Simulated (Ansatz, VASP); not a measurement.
Na in VASP and in Ansatz

Contents of INCAR:

```
PREC = Accurate ; ENCUT = 520
EDIFF = 1E-6 ; ISMEAR = -1
SIGMA = 0.05 ; LREAL = F
LASPH = T ; NELM = 100
ALGO = Normal ; ISIF = 2
LWAVE = F ; LCHARG = T
GGA = PE ; LELF = T
LVHAR = T ; NBANDS = 10
```

File KPOINTS:

```
regular mesh
0
Gamma
  12 12 12
```

File POSCAR:

```
Na
1.0
   -2.0963250000      2.0963250000      2.1175000000
    2.0963250000     -2.0963250000      2.1175000000
    2.0963250000      2.0963250000     -2.1175000000
Na
1
Direct
    0.0000000000      0.0000000000      0.0000000000
```

Input for Ansatz:

```yaml
crystal:
  lattice:
    - [-2.096325, 2.096325, 2.1175]
    - [2.096325, -2.096325, 2.1175]
    - [2.096325, 2.096325, -2.1175]
  atoms:
    - { symbol: Na, position: [0.0, 0.0, 0.0] }
kpoints:
  mp_grid: { grid: [12, 12, 12] }
  band_path:
    path:
      - [0.0, 0.0, 0.0]
      - [0.0, 0.0, 0.5]
      - [0.25, 0.25, 0.25]
      - [0.0, 0.5, 0.0]
      - [0.0, 0.0, 0.0]
      - [0.5, 0.5, -0.5]
      - [0.495025, 0.504975, -0.495025]
      - [-0.495025, 0.495025, 0.495025]
      - [0.0, 0.0, 0.0]
    npoints: 5
scf:
  occupations: { method: fermi_dirac, width: 0.05 }
hamiltonian:
  xc: pbe
  pseudopotentials: { kind: all_electron, lapw: { basis_error: 0.00025 } }
output:
  forces: true
  stress: true
  eigenvalues: true
```

Change from the starting cell: equal xx and yy strain of -1 %.

Alike in both runs: task single point; functional PBE; k mesh 12 × 12 × 12; occupations fermi-dirac, width 0.05 eV; no spin polarisation.

|  | VASP | Ansatz |
| --- | --- | --- |
| version | VASP 6.6.1 | Ansatz 0.2.0 |
| potentials or method | VASP PAW PBE potentials, release 64 (Na_pv), cutoff 520 eV | all-electron LAPW, scalar-relativistic |

VASP gave:

```
pressure (GPa) : -0.1
```

Question: Which values does Ansatz return?

Answer: Pressure (GPa): 0.0.

Ansatz ran all-electron here, and VASP with PAW potentials.
